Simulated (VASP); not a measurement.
# MgB2 (P6/mmm) in VASP: notebook

MgB2 is run at these levels: PBEsol; tasks: single point.

Program: VASP 6.6.1. These are calculated values, not measurements. Logs are shortened: lines on timing, memory, paths and dates and some standing lists are left out, and cuts for length are marked.

### 1 The cell of the first run

It takes space group P6/mmm (No. 191, hexagonal). Conventional cell: a = 3.085 Å, b = 3.085 Å, c = 3.523 Å, α = 90.00°, β = 90.00°, γ = 120.00°. Mg (site symmetry 6/mmm) has 12 B at 2.51 Å and 6 Mg at 3.08 Å within 3.3 Å. B (site symmetry -6m2) has 3 B at 1.78 Å within 2.4 Å.

### 2 Single point, PBEsol

The input, INCAR:

```
SYSTEM = MgB2
PREC = Accurate
ENCUT = 520
EDIFF = 1E-6
ISMEAR = 1
SIGMA = 0.05
LREAL = .FALSE.
LASPH = .TRUE.
NELM = 100
ALGO = Normal
ISIF = 2
LWAVE = .FALSE.
LCHARG = .TRUE.
GGA = PS
LELF = .TRUE.
LVHAR = .TRUE.
NBANDS = 11
```

The input, KPOINTS:

```
regular mesh
0
G
  10 10 8
  0 0 0
```

The input, POSCAR:

```
MgB2
1.0
    3.0850000000      0.0000000000      0.0000000000
   -1.5425000000      2.6716880000      0.0000000000
    0.0000000000      0.0000000000      3.5230000000
Mg B
1 2
Direct
    0.0000000000      0.0000000000      0.0000000000
    0.3333333333      0.6666666667      0.5000000000
    0.6666666667      0.3333333333      0.5000000000
```

Potentials or basis: VASP PAW PBE potentials, release 64 (Mg, B).

Launch:

```console
$ cat potpaw_PBE.64/Mg/POTCAR potpaw_PBE.64/B/POTCAR > POTCAR
$ mpirun -np 1 vasp_std > vasp.out
```

OUTCAR:

```text
SYSTEM = MgB2
   PREC = Accurate
   ENCUT = 520
   EDIFF = 1E-6
   ISMEAR = 1
   LREAL = .FALSE.
   LASPH = .TRUE.
   NELM = 100
   ISIF = 2
   GGA = PS

 ion  position               nearest neighbor table
   1  0.000  0.000  0.000-   2 2.51   2 2.51   3 2.51   3 2.51   2 2.51   3 2.51   2 2.51   3 2.51
                             3 2.51   3 2.51   2 2.51   2 2.51
   2  0.333  0.667  0.500-   3 1.78   3 1.78   3 1.78   1 2.51   1 2.51   1 2.51   1 2.51   1 2.51
                             1 2.51
   3  0.667  0.333  0.500-   2 1.78   2 1.78   2 1.78   1 2.51   1 2.51   1 2.51   1 2.51   1 2.51
                             1 2.51

  LATTYP: Found a hexagonal cell.
 ALAT       =     3.0850000000
 C/A-ratio  =     1.1419773096

  Lattice vectors:

 A1 = (   3.0850000000,   0.0000000000,   0.0000000000)
 A2 = (  -1.5425000000,   2.6716880000,   0.0000000000)
 A3 = (   0.0000000000,   0.0000000000,   3.5230000000)

Analysis of symmetry for initial positions (statically):
=====================================================================
 Subroutine PRICEL returns:
 Original cell was already a primitive cell.

 Routine SETGRP: Setting up the symmetry group for a
 hexagonal supercell.

 Subroutine GETGRP returns: Found 24 space group operations
 (whereof 24 operations were pure point group operations)
 out of a pool of 24 trial point group operations.

The static configuration has the point symmetry D_6h.

Analysis of symmetry for dynamics (positions and initial velocities):
=====================================================================
 Subroutine PRICEL returns:
 Original cell was already a primitive cell.

 Routine SETGRP: Setting up the symmetry group for a
 hexagonal supercell.

 Subroutine GETGRP returns: Found 24 space group operations
 (whereof 24 operations were pure point group operations)
 out of a pool of 24 trial point group operations.

The dynamic configuration has the point symmetry D_6h.

 Subroutine INISYM returns: Found 24 space group operations
 (whereof 24 operations are pure point group operations),
 and found     1 'primitive' translations

----------------------------------------------------------------------------------------

                                     Primitive cell

  volume of cell :      29.0371

  direct lattice vectors                    reciprocal lattice vectors
     3.085000000  0.000000000  0.000000000     0.324149109  0.187147601  0.000000000
    -1.542500000  2.671688000  0.000000000     0.000000000  0.374295202  0.000000000
     0.000000000  0.000000000  3.523000000     0.000000000  0.000000000  0.283848992

  length of vectors
     3.085000000  3.084999679  3.523000000     0.374295163  0.374295202  0.283848992

  position of ions in fractional coordinates (direct lattice)
     0.000000000  0.000000000  0.000000000
     0.333333333  0.666666667  0.500000000
     0.666666667  0.333333333  0.500000000

  ion indices of the primitive-cell ions
   primitive index   ion index
                 1           1
                 2           2
                 3           3

----------------------------------------------------------------------------------------

 KPOINTS: regular mesh

Automatic generation of k-mesh.
 Grid dimensions read from file:
 generate k-points for:   10   10    8

 Generating k-lattice:

  Cartesian coordinates                     Fractional coordinates (reciprocal lattice)
     0.032414911  0.018714760  0.000000000     0.100000000  0.000000000  0.000000000
     0.000000000  0.037429520  0.000000000     0.000000000  0.100000000  0.000000000
     0.000000000  0.000000000  0.035481124     0.000000000  0.000000000  0.125000000

  Length of vectors
     0.037429516  0.037429520  0.035481124

  Shift w.r.t. Gamma in fractional coordinates (k-lattice)
     0.000000000  0.000000000  0.000000000

 Subroutine IBZKPT returns following result:
 ===========================================

 Found     70 irreducible k-points:

 Following reciprocal coordinates:
            Coordinates               Weight
  0.000000  0.000000  0.000000      1.000000
  0.100000  0.000000  0.000000      6.000000
  0.200000  0.000000  0.000000      6.000000
  0.300000  0.000000  0.000000      6.000000
  0.400000  0.000000  0.000000      6.000000
  0.500000  0.000000  0.000000      3.000000
[... 16 lines left out ...]
  0.300000  0.100000  0.125000     24.000000
  0.400000  0.100000  0.125000     24.000000
 [... further k-points ...]
   k-points           NKPTS =     70   k-points in BZ     NKDIM =     70   number of bands    NBANDS=     11
   number of dos      NEDOS =    301   number of ions     NIONS =      3
   total plane-waves  NPLWV =  16128
   dimension x,y,z NGX =    24 NGY =   24 NGZ =   28
   dimension x,y,z NGXF=    48 NGYF=   48 NGZF=   56
   ions per type =               1   2
   NGX,Y,Z   is equivalent  to a cutoff of  12.93, 12.93, 13.21 a.u.
   NGXF,Y,Z  is equivalent  to a cutoff of  25.87, 25.87, 26.43 a.u.
 SYSTEM =  MgB2
   PREC   = accura    normal or accurate (medium, high low for compatibility)
   ISTART =      0    job   : 0-new  1-cont  2-samecut
   ICHARG =      2    charge: 1-file 2-atom 10-const
   ISPIN  =      1    spin polarized calculation?
   LNONCOLLINEAR =      F non collinear calculations
   LSORBIT =      F    spin-orbit coupling
   LASPH  =      T    aspherical Exc in radial PAW
   ENCUT  =  520.0 eV  38.22 Ry    6.18 a.u.   5.74  5.74  6.55*2*pi/ulx,y,z
   NELM   =    100;   NELMIN=  2; NELMDL= -5     # of ELM steps
   EDIFF  = 0.1E-05   stopping-criterion for ELM
   LREAL  =      F    real-space projection
   EDIFFG = 0.1E-04   stopping-criterion for IOM
   NSW    =      0    number of steps for IOM
   IBRION =     -1    ionic relax: 0-MD 1-quasi-New 2-CG
   NFREE  =      0    steps in history (QN), initial steepest desc. (CG)
   ISIF   =      2    stress and relaxation
   ISYM   =      2    0-nonsym 1-usesym 2-fastsym
   POTIM  = 0.5000    time-step for ionic-motion
   TEBEG  =    0.0;   TEEND  =   0.0 temperature during run
   PSTRESS=    0.0 pullay stress
   NELECT =       8.0000    total number of electrons
   NUPDOWN=      -1.0000    fix difference up-down
   EMIN   =  10.00;   EMAX   =-10.00  energy-range for DOS
   EFERMI =   0.00;   METHOD = LEGACY
   ISMEAR =     1;   SIGMA  =   0.05  broadening in eV -4-tet -1-fermi 0-gaus
   EFERMI_NEDOS =   21; number of points for ismear=-14 and -15
   IALGO  =     38    algorithm
   IMIX   =      4    mixing-type and parameters
     AMIX     =   0.40;   BMIX     =  1.00
     AMIX_MAG =   1.60;   BMIX_MAG =  1.00
  volume/ion in A,a.u.               =       9.68        65.32
  Fermi-wavevector in a.u.,A,eV,Ry     =   1.065255  2.013040 15.439463  1.134769
  Thomas-Fermi vector in A             =   2.200801
   LORBIT       =      0    0 simple, 1 ext, 2 COOP (PROOUT), +10 PAW based schemes
   GGA     = PS    functional components
   LHFCALC =     F    Hartree Fock is set to
   AEXX    =    0.0000 exact exchange contribution
   IVDW    =     0    specifies the selected vdW correction
   LEPSILON=     F    determine dielectric tensor
   LRPA    =     F    only Hartree local field effects (RPA)
 non-spin polarized calculation
 Methfessel and Paxton  Order N= 1 SIGMA  =   0.05
  energy-cutoff  :      520.00
  volume of cell :       29.04
 maximum number of plane-waves:       806
 NGX is ok and might be reduce to    24
   NGX = 11   NGY = 11   NGZ = 13

 number of electron       8.0000000 magnetization

 Free energy of the ion-electron system (eV)
  ---------------------------------------------------
  ext. energy  EPLUGINS =         0.00000000
  ---------------------------------------------------
  free energy    TOTEN  =       -16.21466302 eV

  energy without entropy =      -16.21447132  energy(sigma->0) =      -16.21459912

 E-fermi :   5.2520     XC(G=0): -10.9915

 val. band max:        5.2036629076   @ k =   0.1000   0.0000   0.0000
 cond. band min:       5.2532481726   @ k =   0.1000   0.0000   0.1250
 fundamental gap:      0.0495852650
 Fermi energy:         5.2519566420

 k-point     1 :       0.0000    0.0000    0.0000
  band No.  band energies     occupation
      1      -7.1892      2.00000
      2       2.2709      2.00000
      3       5.6006     -0.00000
      4       5.6006     -0.00000
      5       6.8226      0.00000
      6      11.4963      0.00000
      7      11.4963      0.00000
      8      13.3224      0.00000
      9      15.1573      0.00000
     10      17.7616      0.00000
     11      21.2767      0.00000

 k-point     2 :       0.1000    0.0000    0.0000
  band No.  band energies     occupation
      1      -7.0156      2.00000
      2       2.4403      2.00000
      3       4.7436      2.00000
      4       5.2037      2.04243
      5       6.9783      0.00000
      6      11.3507      0.00000
      7      12.2434      0.00000
      8      13.7043      0.00000
      9      14.5485      0.00000
     10      18.6201      0.00000
     11      20.5045      0.00000

 k-point     3 :       0.2000    0.0000    0.0000
  band No.  band energies     occupation
      1      -6.4976      2.00000
      2       2.8827      2.00000
      3       2.9429      2.00000
      4       4.4144      2.00000
      5       7.4501      0.00000
      6      10.8136      0.00000
      7      12.9939      0.00000
      8      14.0586      0.00000
      9      14.4113      0.00000
     10      19.4642      0.00000
     11      19.7154      0.00000

 k-point     4 :       0.3000    0.0000    0.0000
  band No.  band energies     occupation
      1      -5.6445      2.00000
      2       0.8098      2.00000
      3       3.6922      2.00000
      4       3.7531      2.00000
      5       8.1651      0.00000
      6      10.2928      0.00000
      7      11.0491      0.00000
      8      14.1520      0.00000
      9      16.3709      0.00000
     10      18.5520      0.00000
     11      19.6714      0.00000

 k-point     5 :       0.4000    0.0000    0.0000
  band No.  band energies     occupation
      1      -4.4776      2.00000
      2      -1.1548      2.00000
      3       3.2190      2.00000
      4       4.7677      2.00000
      5       8.8460      0.00000
      6       9.2259      0.00000
      7      10.1824      0.00000
      8      13.0409      0.00000
      9      17.9167      0.00000
     10      18.4199      0.00000
     11      19.4919      0.00000
[... 211 lines left out ...]
 k-point    21 :       0.1000    0.1000    0.1250
  band No.  band energies     occupation
      1      -6.5391      2.00000
      2       1.8174      2.00000
      3       3.6852      2.00000
      4       4.4079      2.00000
      5       8.5665      0.00000
      6      11.7025      0.00000
      7      12.2060      0.00000
      8      13.1624      0.00000
      9      15.2520      0.00000
     10      17.9002      0.00000
     11      19.4679      0.00000

 k-point    22 :       0.2000    0.1000    0.1250
  band No.  band energies     occupation
      1      -5.8578      2.00000
      2       1.9269      2.00000
      3       2.5014      2.00000
      4       3.4204      2.00000
      5       9.1724      0.00000
      6      10.7776      0.00000
      7      11.6406      0.00000
      8      13.9233      0.00000
      9      16.1751      0.00000
     10      16.4864      0.00000
     11      19.5747      0.00000

 k-point    23 :       0.3000    0.1000    0.1250
  band No.  band energies     occupation
      1      -4.8528      2.00000
      2      -0.0220      2.00000
      3       2.7318      2.00000
      4       3.4903      2.00000
      5       8.9022      0.00000
      6      10.0529      0.00000
      7      11.2276      0.00000
      8      14.2877      0.00000
      9      15.7093      0.00000
     10      17.1584      0.00000
     11      19.3778      0.00000

 k-point    24 :       0.4000    0.1000    0.1250
  band No.  band energies     occupation
      1      -3.5709      2.00000
      2      -1.8225      2.00000
      3       2.4013      2.00000
      4       4.5372      2.00000
      5       7.4042      0.00000
      6      10.3855      0.00000
      7      11.5116      0.00000
      8      13.4301      0.00000
      9      15.3053      0.00000
     10      18.5631      0.00000
     11      19.5366      0.00000

 [... further k-points ...]

------------------------ aborting loop because EDIFF is reached ----------------------------------------

  FORCE on cell =-STRESS in cart. coord.  units (eV):
  Direction    XX          YY          ZZ          XY          YZ          ZX
  --------------------------------------------------------------------------------------
  -------------------------------------------------------------------------------------
  Total       -0.4994975     -0.4994974     -0.6334425     -0.0000000     -0.0000000      0.0000000
  in kB      -27.5607091    -27.5607014    -34.9513714     -0.0000000     -0.0000000      0.0000000
  external PRESSURE =     -30.0242606 kB  Pullay stress =       0.0000000 kB

 VOLUME and BASIS-vectors are now :
 -----------------------------------------------------------------------------
  energy-cutoff  :      520.00
  volume of cell :       29.04
      direct lattice vectors                 reciprocal lattice vectors
     3.085000000  0.000000000  0.000000000     0.324149109  0.187147601  0.000000000
    -1.542500000  2.671688000  0.000000000     0.000000000  0.374295202  0.000000000
     0.000000000  0.000000000  3.523000000     0.000000000  0.000000000  0.283848992

 POSITION                                       TOTAL-FORCE (eV/Angst)
 -----------------------------------------------------------------------------------
      0.00000      0.00000      0.00000        -0.000000      0.000000      0.000000
     -0.00000      1.78113      1.76150         0.000000     -0.000000     -0.000000
      1.54250      0.89056      1.76150         0.000000      0.000000      0.000000
 -----------------------------------------------------------------------------------
    total drift:                                0.000000     -0.000000      0.000000

  FREE ENERGIE OF THE ION-ELECTRON SYSTEM (eV)
  ---------------------------------------------------
  free  energy   TOTEN  =       -16.2146630208 eV

  energy  without entropy=      -16.2144713171  energy(sigma->0) =      -16.21459912
```

It took 9.6 s on 1 thread of Intel Xeon 6975P-C, shared host; peak memory 0.16 GiB.

What came out:

- Free energy: -16.2147 eV
- Pressure: -3.0 GPa
- Band gap on the k mesh: zero (band 4 reaches 6.33 eV, above the bottom of band 5 at 3.86 eV)

Caveat: the PAW data sets were made with another functional, which shifts forces and pressure a little.

### 3 Single point, PBEsol

The input, INCAR:

```
PREC = Accurate ; ENCUT = 520
EDIFF = 1E-6 ; ISMEAR = 1
SIGMA = 0.05 ; LREAL = False
LASPH = True ; NELM = 100
ALGO = Normal ; ISIF = 2
LWAVE = False ; LCHARG = False
GGA = PS ; NBANDS = 11
```

The input, KPOINTS:

```
regular mesh
0
Gamma
  10 10 8
```

POSCAR is that of step 2.

Potentials or basis: VASP PAW PBE potentials, release 64 (Mg, B).

Launch:

```console
$ cat potpaw_PBE.64/Mg/POTCAR potpaw_PBE.64/B/POTCAR > POTCAR
$ mpirun -np 1 vasp_std > vasp.out
```

It took 15 s on 1 thread of Intel Xeon 6975P-C, shared host; peak memory 0.16 GiB.

The run converged. Its results:

| Item | Value |
| --- | --- |
| Free energy | -16.2147 eV |
| Pressure | -3.0 GPa |
| Band gap on the k mesh | zero (band 4 reaches 6.33 eV, above the bottom of band 5 at 3.86 eV) |

Stress tensor (GPa, compression positive):
```
-2.76  0.00  0.00
 0.00 -2.76  0.00
 0.00  0.00 -3.50
```

Levels at points of the mesh, in eV from the Fermi level:
```
           k point  band 2  band 3  band 4  band 5  band 6  band 7
(0.00, 0.00, 0.00)   -2.98    0.35    0.35    1.57    6.24    6.24
(0.50, 0.00, 0.00)   -7.87   -2.20    0.17    3.03    3.79    5.24
(0.00, 0.00, 0.50)   -7.50    0.73    0.73    6.58    6.58    7.90
(0.50, 0.00, 0.50)   -6.95   -3.63   -1.90   -1.37    5.65    8.68
```

Caveat: the PAW data sets were made with another functional, which shifts forces and pressure a little.
